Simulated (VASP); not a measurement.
# TiO2 (P4_2/mnm) in VASP: a series of runs

The runs below take TiO2 through relaxation of cell and atoms, with PBEsol, revPBE+D3(BJ), r2SCAN+D4.

All numbers are computed with VASP 6.6.1; they aren't measurements. Logs are shortened: lines on timing, memory, paths and dates and some standing lists are left out, and cuts for length are marked.

## (1) The cell of the first run

The structure is tetragonal, space group P4_2/mnm (No. 136). Conventional cell: a = 4.592 Å, b = 4.592 Å, c = 2.957 Å, α = 90.00°, β = 90.00°, γ = 90.00°. Within 2.6 Å of Ti (site symmetry mmm) lie 6 O at 1.95 to 1.98 Å. Within 2.6 Å of O (site symmetry m2m) lie 3 Ti at 1.95 to 1.98 Å and 1 O at 2.53 Å.

## (2) Relaxation of cell and atoms, PBEsol

INCAR

```
SYSTEM = TiO2
PREC = Accurate ; ENCUT = 600
EDIFF = 1E-7 ; ISMEAR = 0
SIGMA = 0.01 ; LREAL = .False.
LASPH = .True. ; NELM = 100
ALGO = Normal ; ISIF = 3
LWAVE = .False. ; LCHARG = .False.
GGA = PS ; IBRION = 2
NSW = 80 ; EDIFFG = -0.02
```

KPOINTS

```
regular mesh
0
Gamma
  5 5 7
  0 0 0
```

POSCAR

```
TiO2
1.0
    4.5922000000      0.0000000000      0.0000000000
    0.0000000000      4.5922000000      0.0000000000
    0.0000000000      0.0000000000      2.9574000000
Ti O
2 4
Direct
    0.0000000000      0.0000000000      0.0000000000
    0.5000000000      0.5000000000      0.5000000000
    0.3049600000      0.3049600000      0.0000000000
    0.1950400000      0.8049600000      0.5000000000
    0.6950400000      0.6950400000      0.0000000000
    0.8049600000      0.1950400000      0.5000000000
```

Potentials or basis: VASP PAW PBE potentials, release 64 (Ti_sv, O).

On the command line:

```sh
$ cat potpaw_PBE.64/Ti_sv/POTCAR potpaw_PBE.64/O/POTCAR > POTCAR
$ mpirun -np 1 vasp_std > vasp.out
```

OUTCAR:

```text
SYSTEM = TiO2
   PREC = Accurate
   ENCUT = 600
   EDIFF = 1E-7
   ISMEAR = 0
   LREAL = .False.
   LASPH = .True.
   NELM = 100
   ISIF = 3
   GGA = PS
   IBRION = 2
   NSW = 80
   EDIFFG = -0.02

 ion  position               nearest neighbor table
   1  0.000  0.000  0.000-   4 1.95   6 1.95   4 1.95   6 1.95   5 1.98   3 1.98
   2  0.500  0.500  0.500-   3 1.95   5 1.95   3 1.95   5 1.95   4 1.98   6 1.98
   3  0.305  0.305  0.000-   2 1.95   2 1.95   1 1.98
   4  0.195  0.805  0.500-   1 1.95   1 1.95   2 1.98
   5  0.695  0.695  0.000-   2 1.95   2 1.95   1 1.98
   6  0.805  0.195  0.500-   1 1.95   1 1.95   2 1.98

  LATTYP: Found a simple tetragonal cell.
 ALAT       =     4.5922000000
 C/A-ratio  =     0.6440050520

  Lattice vectors:

 A1 = (   4.5922000000,   0.0000000000,   0.0000000000)
 A2 = (   0.0000000000,   4.5922000000,   0.0000000000)
 A3 = (   0.0000000000,   0.0000000000,   2.9574000000)

Analysis of symmetry for initial positions (statically):
=====================================================================
 Subroutine PRICEL returns:
 Original cell was already a primitive cell.

 Routine SETGRP: Setting up the symmetry group for a
 simple tetragonal supercell.

 Subroutine GETGRP returns: Found 16 space group operations
 (whereof  8 operations were pure point group operations)
 out of a pool of 16 trial point group operations.

The static configuration has the point symmetry D_2h.
 The point group associated with its full space group is D_4h.

Analysis of symmetry for dynamics (positions and initial velocities):
=====================================================================
 Subroutine PRICEL returns:
 Original cell was already a primitive cell.

 Routine SETGRP: Setting up the symmetry group for a
 simple tetragonal supercell.

 Subroutine GETGRP returns: Found 16 space group operations
 (whereof  8 operations were pure point group operations)
 out of a pool of 16 trial point group operations.

The dynamic configuration has the point symmetry D_2h.
 The point group associated with its full space group is D_4h.

 Subroutine INISYM returns: Found 16 space group operations
 (whereof  8 operations are pure point group operations),
 and found     1 'primitive' translations

----------------------------------------------------------------------------------------

                                     Primitive cell

  volume of cell :      62.3665

  direct lattice vectors                    reciprocal lattice vectors
     4.592200000  0.000000000  0.000000000     0.217760550  0.000000000  0.000000000
     0.000000000  4.592200000  0.000000000     0.000000000  0.217760550  0.000000000
     0.000000000  0.000000000  2.957400000     0.000000000  0.000000000  0.338134848

  length of vectors
     4.592200000  4.592200000  2.957400000     0.217760550  0.217760550  0.338134848

  position of ions in fractional coordinates (direct lattice)
     0.000000000  0.000000000  0.000000000
     0.500000000  0.500000000  0.500000000
     0.304960000  0.304960000  0.000000000
     0.195040000  0.804960000  0.500000000
     0.695040000  0.695040000  0.000000000
     0.804960000  0.195040000  0.500000000

  ion indices of the primitive-cell ions
   primitive index   ion index
                 1           1
                 2           2
                 3           3
                 4           4
                 5           5
                 6           6

----------------------------------------------------------------------------------------

 KPOINTS: regular mesh

Automatic generation of k-mesh.
 Grid dimensions read from file:
 generate k-points for:    5    5    7

 Generating k-lattice:

  Cartesian coordinates                     Fractional coordinates (reciprocal lattice)
     0.043552110  0.000000000  0.000000000     0.200000000  0.000000000  0.000000000
     0.000000000  0.043552110  0.000000000     0.000000000  0.200000000  0.000000000
     0.000000000  0.000000000  0.048304978     0.000000000  0.000000000  0.142857143

  Length of vectors
     0.043552110  0.043552110  0.048304978

  Shift w.r.t. Gamma in fractional coordinates (k-lattice)
     0.000000000  0.000000000  0.000000000

 Subroutine IBZKPT returns following result:
 ===========================================

 Found     24 irreducible k-points:

 Following reciprocal coordinates:
            Coordinates               Weight
  0.000000  0.000000  0.000000      1.000000
  0.200000  0.000000  0.000000      4.000000
  0.400000  0.000000  0.000000      4.000000
  0.200000  0.200000  0.000000      4.000000
  0.400000  0.200000  0.000000      8.000000
  0.400000  0.400000  0.000000      4.000000
[... 16 lines left out ...]
  0.400000  0.200000  0.428571     16.000000
  0.400000  0.400000  0.428571      8.000000
   k-points           NKPTS =     24   k-points in BZ     NKDIM =     24   number of bands    NBANDS=     28
   number of dos      NEDOS =    301   number of ions     NIONS =      6
   total plane-waves  NPLWV =  38400
   dimension x,y,z NGX =    40 NGY =   40 NGZ =   24
   dimension x,y,z NGXF=    80 NGYF=   80 NGZF=   48
   ions per type =               2   4
   NGX,Y,Z   is equivalent  to a cutoff of  14.48, 14.48, 13.49 a.u.
   NGXF,Y,Z  is equivalent  to a cutoff of  28.96, 28.96, 26.98 a.u.
 SYSTEM =  TiO2
   PREC   = accura    normal or accurate (medium, high low for compatibility)
   ISTART =      0    job   : 0-new  1-cont  2-samecut
   ICHARG =      2    charge: 1-file 2-atom 10-const
   ISPIN  =      1    spin polarized calculation?
   LNONCOLLINEAR =      F non collinear calculations
   LSORBIT =      F    spin-orbit coupling
   LASPH  =      T    aspherical Exc in radial PAW
   ENCUT  =  600.0 eV  44.10 Ry    6.64 a.u.   9.17  9.17  5.91*2*pi/ulx,y,z
   NELM   =    100;   NELMIN=  2; NELMDL= -5     # of ELM steps
   EDIFF  = 0.1E-06   stopping-criterion for ELM
   LREAL  =      F    real-space projection
   EDIFFG = -.2E-01   stopping-criterion for IOM
   NSW    =     80    number of steps for IOM
   IBRION =      2    ionic relax: 0-MD 1-quasi-New 2-CG
   NFREE  =      1    steps in history (QN), initial steepest desc. (CG)
   ISIF   =      3    stress and relaxation
   ISYM   =      2    0-nonsym 1-usesym 2-fastsym
   POTIM  = 0.5000    time-step for ionic-motion
   TEBEG  =    0.0;   TEEND  =   0.0 temperature during run
   PSTRESS=    0.0 pullay stress
   NELECT =      48.0000    total number of electrons
   NUPDOWN=      -1.0000    fix difference up-down
   EMIN   =  10.00;   EMAX   =-10.00  energy-range for DOS
   EFERMI =   0.00;   METHOD = LEGACY
   ISMEAR =     0;   SIGMA  =   0.01  broadening in eV -4-tet -1-fermi 0-gaus
   EFERMI_NEDOS =   21; number of points for ismear=-14 and -15
   IALGO  =     38    algorithm
   IMIX   =      4    mixing-type and parameters
     AMIX     =   0.40;   BMIX     =  1.00
     AMIX_MAG =   1.60;   BMIX_MAG =  1.00
  volume/ion in A,a.u.               =      10.39        70.15
  Fermi-wavevector in a.u.,A,eV,Ry     =   1.500277  2.835112 30.624403  2.250830
  Thomas-Fermi vector in A             =   2.611798
   LORBIT       =      0    0 simple, 1 ext, 2 COOP (PROOUT), +10 PAW based schemes
   GGA     = PS    functional components
   LHFCALC =     F    Hartree Fock is set to
   AEXX    =    0.0000 exact exchange contribution
   IVDW    =     0    specifies the selected vdW correction
   LEPSILON=     F    determine dielectric tensor
   LRPA    =     F    only Hartree local field effects (RPA)
 conjugate gradient relaxation of ions
 non-spin polarized calculation
 Gauss-broadening in eV      SIGMA  =   0.01
  energy-cutoff  :      600.00
  volume of cell :       62.37
 maximum number of plane-waves:      2097
 NGX is ok and might be reduce to    40
   NGX = 19   NGY = 19   NGZ = 11

--------------------------------------- Ionic step        1  -------------------------------------------

 number of electron      47.9999989 magnetization

 Free energy of the ion-electron system (eV)
  ---------------------------------------------------
  ext. energy  EPLUGINS =         0.00000000
  ---------------------------------------------------
  free energy    TOTEN  =       -56.10461291 eV

  energy without entropy =      -56.10461291  energy(sigma->0) =      -56.10461291

------------------------ aborting loop because EDIFF is reached ----------------------------------------

  FORCE on cell =-STRESS in cart. coord.  units (eV):
  Direction    XX          YY          ZZ          XY          YZ          ZX
  --------------------------------------------------------------------------------------
  -------------------------------------------------------------------------------------
  Total       -0.2632602     -0.2632602     -0.9365653     -0.0000000      0.0000000      0.0000000
  in kB       -6.7630749     -6.7630749    -24.0600769     -0.0000000      0.0000000      0.0000000
  external PRESSURE =     -12.5287422 kB  Pullay stress =       0.0000000 kB
[... 105 lines left out ...]
  energy  without entropy=      -56.1069492756  energy(sigma->0) =      -56.10694928

--------------------------------------- Ionic step        4  -------------------------------------------

 number of electron      47.9999990 magnetization

 Free energy of the ion-electron system (eV)
  ---------------------------------------------------
  ext. energy  EPLUGINS =         0.00000000
  ---------------------------------------------------
  free energy    TOTEN  =       -56.10752243 eV

  energy without entropy =      -56.10752243  energy(sigma->0) =      -56.10752243

 E-fermi :   4.8508     XC(G=0): -11.7353

 val. band max:        4.7905814634   @ k =   0.0000   0.0000   0.0000
 cond. band min:       6.6215681296   @ k =   0.0000   0.0000   0.0000
 fundamental gap:      1.8309866663
 Fermi energy:         4.8508285548

 k-point     1 :       0.0000    0.0000    0.0000
  band No.  band energies     occupation
      1     -51.8441      2.00000
      2     -51.8259      2.00000
      3     -28.2734      2.00000
      4     -28.2734      2.00000
      5     -28.1001      2.00000
      6     -28.1001      2.00000
[... 766 lines left out ...]
  FREE ENERGIE OF THE ION-ELECTRON SYSTEM (eV)
  ---------------------------------------------------
  free  energy   TOTEN  =       -56.1075224313 eV

  energy  without entropy=      -56.1075224313  energy(sigma->0) =      -56.10752243

 reached required accuracy - stopping structural energy minimisation
```

It took 4.5 min on 1 thread of Intel Xeon 8259CL, shared host; peak memory 0.22 GiB.

Results:

- Free energy: -56.1075 eV
- Relaxed volume: 10.34 Å³/atom
- Relaxed cell: a = 4.592 Å, b = 4.592 Å, c = 2.942 Å, α = 90.00°, β = 90.00°, γ = 90.00°
- Space group after relaxing (to 0.1 Å): P4_2/mnm (No. 136)
- Energy gained by relaxing: 0.5 meV/atom
- Ionic steps: 4
- Pressure after relaxing: 0.0 GPa
- Largest force after relaxing: 0.005 eV/Å
- Band gap on the k mesh: 1.83 eV

Forces in eV/Å, atoms in the order of the input:
```
Ti   0.000  0.000  0.000
Ti   0.000  0.000  0.000
O    0.003  0.003  0.000
O   -0.003  0.003  0.000
O   -0.003 -0.003  0.000
O    0.003 -0.003  0.000
```

Step by step:
| step | energy change (eV) | largest force (eV/Å) | pressure (GPa) | volume (Å³) |
| --- | --- | --- | --- | --- |
| 1 | 0.0000 | 0.0537 | -1.25 | 62.37 |
| 2 | -0.0005 | 0.0654 | 1.73 | 61.64 |
| 3 | -0.0023 | 0.0595 | 0.31 | 61.98 |
| 4 | -0.0029 | 0.0046 | 0.01 | 62.04 |

Final structure:
```cif
data_structure
_symmetry_space_group_name_H-M 'P 1'
_symmetry_Int_Tables_number 1
_cell_length_a 4.5922
_cell_length_b 4.5922
_cell_length_c 2.9420
_cell_angle_alpha 90.000
_cell_angle_beta 90.000
_cell_angle_gamma 90.000
_cell_volume 62.04
loop_
_atom_site_label
_atom_site_type_symbol
_atom_site_fract_x
_atom_site_fract_y
_atom_site_fract_z
_atom_site_occupancy
Ti1 Ti 0.00000 0.00000 0.00000 1
Ti2 Ti 0.50000 0.50000 0.50000 1
O1 O 0.30429 0.30429 0.00000 1
O2 O 0.19571 0.80429 0.50000 1
O3 O 0.69571 0.69571 0.00000 1
O4 O 0.80429 0.19571 0.50000 1
```

Caveat: the PAW data sets were made with another functional, which shifts forces and pressure a little. A k mesh can miss the band edges.

[end of part 1 of 2]
